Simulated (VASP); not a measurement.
Wanted: the native input for a VASP 6.6.1 run.

| Item | Value |
| --- | --- |
| Task | single point |
| Functional | LDA |
| Potentials or basis | VASP PAW LDA potentials, release 64 (Sn_d) |
| Cutoff | 520 eV |
| k mesh | 9 × 9 × 9 |
| Occupations | methfessel-paxton, width 0.01 eV |
| Spin | no spin polarisation |
| Dipole correction | no |
| Further INCAR settings | ALGO = Normal; EDIFF = 1e-06; NBANDS = 21 |

The structure of Sn lies in POSCAR:

```
Sn
1.0
    0.0000000000      3.2380799619      3.2380799619
    3.2380799619      0.0000000000      3.2380799619
    3.2380799619      3.2380799619      0.0000000000
Sn
2
Direct
    0.5000000000      0.5000000000      0.5000000000
    0.7500000000      0.7500000000      0.7500000000
```

The input as run:

INCAR

```
PREC     = Accurate       # precision mode
ENCUT    = 520            # plane-wave cutoff, eV
EDIFF    = 1E-6           # SCF threshold, eV
ISMEAR   = 1              # smearing method
SIGMA    = 0.01           # smearing width, eV
LREAL    = F              # projectors in reciprocal space
LASPH    = T              # aspherical terms in the spheres
NELM     = 60             # most SCF steps
ALGO     = Normal         # electronic algorithm
ISIF     = 2              # what is computed and relaxed
LWAVE    = F              # write WAVECAR
LCHARG   = F              # write CHGCAR
GGA      = CA             # functional
NBANDS   = 21             # bands
```

KPOINTS

```
Automatic mesh
0
Gamma
  9 9 9
```

Potentials or basis: VASP PAW LDA potentials, release 64 (Sn_d).

Command:

```console
$ cat potpaw_LDA.64/Sn_d/POTCAR > POTCAR
$ mpirun -np 1 vasp_std > vasp.out
```

Results of the run:

```
Pressure               : -0.1 GPa
Band gap on the k mesh : zero (band 14 reaches 5.52 eV, above the bottom of band 15 at 5.36 eV)
```

Caveat: spin-orbit coupling is left out, which moves the levels of the heavy elements.

Run time: 33 s on 1 thread of Intel(R) Xeon(R) Platinum 8488C (Sapphire Rapids), with other jobs on the host, peak memory 0.18 GiB.
